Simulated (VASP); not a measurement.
Write the native input for VASP 6.6.1 that does the following.

| Item | Value |
| --- | --- |
| Task | single point |
| Functional | r2SCAN |
| Potentials or basis | VASP PAW PBE potentials, release 64 (V_sv) |
| Cutoff | 520 eV |
| k mesh | 21 × 21 × 21 |
| Occupations | fermi-dirac, width 0.05 eV |
| Spin | collinear spin, ferromagnetic start |
| Starting moments | [1.0] μB |
| Dipole correction | no |
| Further INCAR settings | ALGO = Normal; EDIFF = 1e-06; NBANDS = 16 |

V:

```
V
1.0
     2.42488    0.00000    0.00000
     0.00000    2.42488    0.00000
     0.00000    0.00000    2.42488
V
1
Direct
  0.00000 0.00000 0.00000
```

The input as run:

POSCAR

```
V
1.0
    2.4248810340      0.0000000000      0.0000000000
    0.0000000000      2.4248810340      0.0000000000
    0.0000000000      0.0000000000      2.4248810340
V
1
Direct
    0.0000000000      0.0000000000      0.0000000000
```

INCAR.step1

```
SYSTEM = V
ALGO = Normal ; EDIFF = 1E-4
ENCUT = 520 ; GGA = PE
ISMEAR = -1 ; ISPIN = 2
LASPH = .True. ; LCHARG = .False.
LMAXMIX = 4 ; LREAL = .False.
LWAVE = .True. ; MAGMOM = 1
NBANDS = 16 ; NELM = 150
PREC = Accurate ; SIGMA = 0.05
```

INCAR.step2

```
SYSTEM = V
ALGO = Normal ; EDIFF = 1E-6
ENCUT = 520 ; ISIF = 2
ISMEAR = -1 ; ISPIN = 2
ISTART = 1 ; LASPH = .True.
LCHARG = .False. ; LMAXMIX = 4
LMIXTAU = .True. ; LORBIT = 11
LREAL = .False. ; LWAVE = .False.
MAGMOM = 1 ; METAGGA = R2SCAN
NBANDS = 16 ; NELM = 150
PREC = Accurate ; SIGMA = 0.05
```

KPOINTS

```
k-points
0
Gamma
  21 21 21
  0 0 0
```

Potentials or basis: VASP PAW PBE potentials, release 64 (V_sv).

Launch:

```bash
$ cat potpaw_PBE.64/V_sv/POTCAR > POTCAR
$ cp INCAR.step1 INCAR
$ mpirun -np 1 vasp_std > vasp.out
$ cp INCAR.step2 INCAR
$ mpirun -np 1 vasp_std > vasp.out
```

Results of the run:

```json
{"Pressure": "1.9 GPa", "Net moment": "0.00 μB per cell", "Valence electrons inside the program's atomic spheres": "V 11.76"}
```

Caveat: the PAW data sets were made with another functional, which shifts forces and pressure a little.

It took 3.8 min on 1 thread of Intel Xeon 6975P-C (shared host), peak memory 0.21 GiB.
